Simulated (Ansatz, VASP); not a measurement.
# Ta2N in VASP and in Ansatz

The input INCAR:

```
SYSTEM = Ta2N
PREC = Accurate
ENCUT = 520
EDIFF = 1E-7
ISMEAR = 0
SIGMA = 0.15
LREAL = .FALSE.
LASPH = .TRUE.
NELM = 80
ALGO = Normal
ISIF = 2
LWAVE = .FALSE.
LCHARG = .TRUE.
LELF = .TRUE.
LVHAR = .TRUE.
NBANDS = 20
```

KPOINTS

```
Automatic mesh
0
G
  15 15 8
  0 0 0
```

Contents of POSCAR:

```
Ta2N
1.0
    3.0618406011      0.0000000000      0.0000000000
   -1.5309203006      2.6516317429      0.0000000000
    0.0000000000      0.0000000000      4.7871626750
Ta N
2 1
Direct
    0.6666666667      0.3333333333      0.7466885012
    0.3333333333      0.6666666667      0.2533114988
    0.0000000000      0.0000000000      0.0000000000
```

Input for Ansatz:

```yaml
crystal:
  lattice:
    - [3.0618406011, 0.0, 0.0]
    - [-1.5309203006, 2.6516317429, 0.0]
    - [0.0, 0.0, 4.787162675]
  atoms:
    - { symbol: Ta, position: [0.6666666667, 0.3333333333, 0.7466885012] }
    - { symbol: Ta, position: [0.3333333333, 0.6666666667, 0.2533114988] }
    - { symbol: "N", position: [0.0, 0.0, 0.0] }
basis:
  ecutwfc: 520.0
kpoints:
  mp_grid: { grid: [15, 15, 8] }
hamiltonian:
  xc: lda
  pseudopotentials: { kind: paw, azcp: { folder: soft_1 } }
scf:
  occupations: { method: gaussian, width: 0.15 }
output:
  forces: true
  stress: true
  eigenvalues: true
```

Alike in both runs: task single point; functional LDA; k mesh 15 × 15 × 8; occupations gaussian, width 0.15 eV; no spin polarisation.

|  | VASP | Ansatz |
| --- | --- | --- |
| version | VASP 6.6.1 | Ansatz 0.2.0 |
| potentials or method | VASP PAW LDA potentials, release 64 (Ta_pv, N), cutoff 520 eV | scalar-relativistic, plane waves, PAW |
| valence electrons in the cell | 27 | 31 |

|  | VASP | Ansatz | Ansatz less VASP |
| --- | --- | --- | --- |
| gap on the k mesh at the Fermi level (eV) | none | none | - |
| pressure (GPa) | 1.6 | 0.0 | -1.57 |
| traceless stress, the component that is largest in VASP (GPa) | -0.27 | -0.16 | +0.107 |
| rms of the force components (eV/Å) | 0.025 | 0.002 | -0.0238 |

Ansatz warns that its potentials were made for another functional, while VASP's fit it. LDA's correlation is that of Perdew and Zunger in VASP and of Perdew and Wang (1992) in Ansatz. Atom by atom the forces differ by 0.024 eV/Å (rms over components). A gap of «none» marks a metal or a gap that the smearing closes. VASP's potentials hold 27 valence electrons a cell and Ansatz's 31, so a difference there can come from the potentials and not from the codes.

Neither program's run includes spin-orbit coupling.
